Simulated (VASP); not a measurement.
# CsTaS2: relaxation of cell and atoms with PBE

Crystal: CsTaS2.

```
CELL_PARAMETERS angstrom
3.54059 0.00000 0.00000
-1.77029 3.06624 0.00000
0.00000 0.00000 8.27460
ATOMIC_POSITIONS crystal
Cs 0.33333 0.66667 0.50000
Ta 0.00000 0.00000 0.00000
S 0.66667 0.33333 0.81843
S 0.66667 0.33333 0.18157
```

```
Program                : VASP 6.6.1
Task                   : relaxation of cell and atoms
Functional             : PBE
Potentials or basis    : VASP PAW PBE potentials, release 64 (Cs_sv, Ta_pv, S)
Cutoff                 : 600 eV
k mesh                 : 12 × 12 × 4
Occupations            : gaussian, width 0.01 eV
Spin                   : no spin polarisation
Dipole correction      : no
Further INCAR settings : ALGO = Normal; EDIFF = 1e-06; IBRION = 2; EDIFFG = -0.01; NSW = 100; ISIF = 3
```

```json
{
 "Relaxed volume": "22.54 Å³/atom",
 "Relaxed cell": "a = 3.546 Å, b = 3.546 Å, c = 8.278 Å, α = 90.00°, β = 90.00°, γ = 120.00°",
 "Space group after relaxing (to 0.05 Å)": "P-6m2 (No. 187)",
 "Energy gained by relaxing": "0.1 meV/atom",
 "Ionic steps": "4",
 "Pressure after relaxing": "0.0 GPa",
 "Largest force after relaxing": "0.007 eV/Å",
 "Band gap on the k mesh": "0.11 eV, indirect (least direct gap 0.60 eV)"
}
```

Forces on the atoms (eV/Å):
```
Cs   0.000  0.000  0.000
Ta   0.000  0.000  0.000
S    0.000  0.000  0.007
S    0.000  0.000 -0.007
```

Step by step:
| step | energy change (eV) | largest force (eV/Å) | pressure (GPa) | volume (Å³) |
| --- | --- | --- | --- | --- |
| 1 | 0.0000 | 0.0011 | 0.29 | 89.83 |
| 2 | -0.0001 | 0.0485 | -0.23 | 90.36 |
| 3 | -0.0003 | 0.0267 | -0.01 | 90.13 |
| 4 | -0.0003 | 0.0068 | 0.01 | 90.16 |

Final structure:
```yaml
crystal:
  lattice:
    - [3.54629, 0.00000, 0.00000]
    - [-1.77315, 3.07118, 0.00000]
    - [0.00000, 0.00000, 8.27823]
  atoms:
    - { symbol: Cs, position: [0.33333, 0.66667, 0.50000] }
    - { symbol: Ta, position: [0.00000, 0.00000, 0.00000] }
    - { symbol: S, position: [0.66667, 0.33333, 0.81857] }
    - { symbol: S, position: [0.66667, 0.33333, 0.18143] }
```

Levels at points of the mesh, in eV from the valence-band top:
```tsv
k point	band 13	band 14	band 15	band 16	band 17	band 18	band 19	band 20
(0.00, 0.00, 0.00)	-3.23	-3.23	-2.47	-0.52	0.80	1.30	1.30	1.38
(0.50, 0.00, 0.00)	-4.53	-3.41	-3.41	-1.76	0.23	1.19	1.77	1.91
(0.00, 0.00, 0.50)	-3.50	-3.23	-3.23	0.00	0.60	1.35	1.35	1.53
(0.50, 0.00, 0.50)	-4.46	-3.51	-3.43	-1.49	0.11	1.66	1.71	1.95
```

Wall time 3 min on 1 thread of Intel(R) Xeon(R) Platinum 8488C (Sapphire Rapids), with other jobs on the host, peak memory 0.33 GiB.

Caveat: spin-orbit coupling is left out, which moves the levels of the heavy elements. A k mesh can miss the band edges.
